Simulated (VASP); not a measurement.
Set up this calculation in VASP 6.6.1, as the native input.

```yaml
Task: single point
Functional: PBE
Potentials_or_basis: VASP PAW PBE potentials, release 64 (Fe_sv, Ni_sv_GW)
Cutoff: 690 eV
k_mesh: 6 × 6 × 4
Occupations: gaussian, width 0.1 eV
Spin: collinear spin, ferromagnetic start
Starting_moments: "[4.0, 2.0, 2.0] μB"
Dipole_correction: no
Further_INCAR_settings: ALGO = Normal; EDIFF = 1e-06; NBANDS = 37
```

The structure of FeNi2 lies in POSCAR:

```
FeNi2
1.0
    1.8492810700     -2.1504505300      0.0000000000
    1.8492810700      2.1504505300      0.0000000000
    0.0000000000      0.0000000000      3.8529053600
Fe Ni
1 2
Direct
    0.0000000000      0.0000000000      0.5000000000
    0.0000000000      0.0000000000      0.0000000000
    0.5000000000      0.5000000000      0.0000000000
```

The cell was generated, and may not be a known phase.

These files were run (other wordings do the same):

INCAR

```
  PREC = Accurate
  ENCUT = 690
  EDIFF = 1E-6
  ISMEAR = 0
  SIGMA = 0.1
  LREAL = False
  LASPH = True
  NELM = 200
  ALGO = Normal
  ISIF = 2
  LWAVE = False
  LCHARG = True
  ISPIN = 2
  MAGMOM = 4 2 2
  LORBIT = 11
  LMAXMIX = 4
  GGA = PE
  LELF = True
  LVHAR = True
  NBANDS = 37
  GGA_COMPAT = False
```

KPOINTS

```
Automatic mesh
0
Gamma
  6 6 4
```

Potentials or basis: VASP PAW PBE potentials, release 64 (Fe_sv, Ni_sv_GW).

Launch:

```bash
$ cat potpaw_PBE.64/Fe_sv/POTCAR potpaw_PBE.64/Ni_sv_GW/POTCAR > POTCAR
$ mpirun -np 1 vasp_std > vasp.out
```

Results of the run:

* Pressure: 110.7 GPa
* Net moment: 3.41 μB per cell
* Site moments: Fe +2.36; Ni +0.60, +0.38 μB
* Valence electrons inside the program's atomic spheres: Fe 13.89; Ni 17.05, 16.77

Caveat: the k points lie up to 0.41 Å⁻¹ apart.

Wall time 93 s on 1 thread of Intel(R) Xeon(R) Platinum 8488C (Sapphire Rapids) (shared host), peak memory 0.25 GiB.
